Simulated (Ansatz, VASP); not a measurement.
## Mg3Zn2O3 in VASP and in Ansatz

```
CELL_PARAMETERS angstrom
2.98240 0.00000 0.00000
0.00000 2.98240 0.00000
0.00000 0.00000 20.55968
ATOMIC_POSITIONS crystal
Mg 0.00000 0.50000 0.94798
Mg 0.00000 0.50000 0.15585
Mg 0.00000 0.50000 0.73886
Mg 0.50000 0.00000 0.84415
Mg 0.50000 0.00000 0.05202
Mg 0.50000 0.00000 0.26114
Zn 0.00000 0.50000 0.37942
Zn 0.50000 0.00000 0.62058
Zn 0.00000 0.50000 0.54369
Zn 0.50000 0.00000 0.45631
O 0.00000 0.50000 0.84386
O 0.00000 0.50000 0.26001
O 0.00000 0.50000 0.05197
O 0.50000 0.00000 0.94803
O 0.50000 0.00000 0.15614
O 0.50000 0.00000 0.73999
```

Alike in both runs: functional PBE; k mesh 5 × 5 × 1; occupations gaussian, width 0.2 eV; no spin polarisation.

Ansatz relaxed the structure, and its values are those at the end. VASP's run is a single point on that final structure, the one shown.

```csv
,VASP,Ansatz
version,VASP 6.6.1,Ansatz 0.2.0
potentials or method,"VASP PAW PBE potentials, release 64 (Mg, Zn, O), cutoff 520 eV","scalar-relativistic, plane waves, PAW"
valence electrons in the cell,96,144
```

```tsv
	VASP	Ansatz	Ansatz less VASP
gap on the k mesh at the Fermi level (eV)	none	none	-
pressure (GPa)	-0.4	0.0	+0.35
rms of the force components (eV/Å)	0.005	0.001	-0.0043
```

A gap of «none» marks a metal or a gap that the smearing closes. VASP's potentials hold 96 valence electrons a cell and Ansatz's 144, so a difference there can come from the potentials and not from the codes.

The k mesh is coarse, so the values compare programs but aren't converged.
